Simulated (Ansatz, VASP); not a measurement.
# Two plane-wave programs on Zr2O

Contents of POSCAR:

```
Zr2O
1.0
    4.8457251933      0.0000000000      0.0000000000
    0.0000000000      4.8457251933      0.0000000000
    0.0000000000      0.0000000000      4.4580671778
Zr O
4 2
Direct
    0.2500000000      0.2500000000      0.7500000000
    0.7500000000      0.2500000000      0.2500000000
    0.2500000000      0.7500000000      0.2500000000
    0.7500000000      0.7500000000      0.7500000000
    0.0000000000      0.0000000000      0.0000000000
    0.5000000000      0.5000000000      0.5000000000
```

File INCAR.step1:

```
SYSTEM = Zr2O
  ALGO = Normal
  EDIFF = 1E-4
  ENCUT = 520
  GGA = PE
  ISMEAR = 0
  LASPH = .True.
  LCHARG = .False.
  LREAL = .False.
  LWAVE = .True.
  NBANDS = 39
  NELM = 60
  PREC = Accurate
  SIGMA = 0.15
```

INCAR.step2

```
SYSTEM = Zr2O
  ALGO = Normal
  EDIFF = 1E-6
  ENCUT = 520
  ISIF = 2
  ISMEAR = 0
  ISTART = 1
  LASPH = .True.
  LCHARG = .True.
  LELF = .True.
  LMIXTAU = .True.
  LREAL = .False.
  LVHAR = .True.
  LWAVE = .False.
  METAGGA = R2SCAN
  NBANDS = 39
  NELM = 60
  PREC = Accurate
  SIGMA = 0.15
```

Contents of KPOINTS:

```
k-points
0
Gamma
  10 10 10
  0 0 0
```

Input for Ansatz:

```yaml
crystal:
  lattice:
    - [4.8457251933, 0.0, 0.0]
    - [0.0, 4.8457251933, 0.0]
    - [0.0, 0.0, 4.4580671778]
  atoms:
    - { symbol: Zr, position: [0.25, 0.25, 0.75] }
    - { symbol: Zr, position: [0.75, 0.25, 0.25] }
    - { symbol: Zr, position: [0.25, 0.75, 0.25] }
    - { symbol: Zr, position: [0.75, 0.75, 0.75] }
    - { symbol: O, position: [0.0, 0.0, 0.0] }
    - { symbol: O, position: [0.5, 0.5, 0.5] }
basis:
  ecutwfc: 500
kpoints:
  mp_grid: { grid: [10, 10, 10] }
hamiltonian:
  xc: r2scan
scf:
  occupations: { method: gaussian, width: 0.15 }
output:
  forces: true
  stress: true
  eigenvalues: true
```

Change from the starting cell: strain +0.000 along x and y, -0.080 along z, atoms carried along.

Alike in both runs: task single point; functional r2SCAN; k mesh 10 × 10 × 10; occupations gaussian, width 0.15 eV; no spin polarisation.

```csv
,VASP,Ansatz
version,VASP 6.6.1,Ansatz 0.2.0
potentials or method,"VASP PAW PBE potentials, release 64 (Zr_sv, O), cutoff 520 eV","scalar-relativistic, plane waves, PAW"
valence electrons in the cell,60,60
```

VASP gave:

```
gap on the k mesh at the Fermi level (eV)                     : none
pressure (GPa)                                                : 13.2
traceless stress, the component that is largest in VASP (GPa) : 2.59
```

What did Ansatz give for the same quantities?

gap on the k mesh at the Fermi level (eV): none; pressure (GPa): 12.9; traceless stress, the component that is largest in VASP (GPa): 2.62.

VASP's potentials were made for PBE, not for r2SCAN. A gap of «none» marks a metal or a gap that the smearing closes.
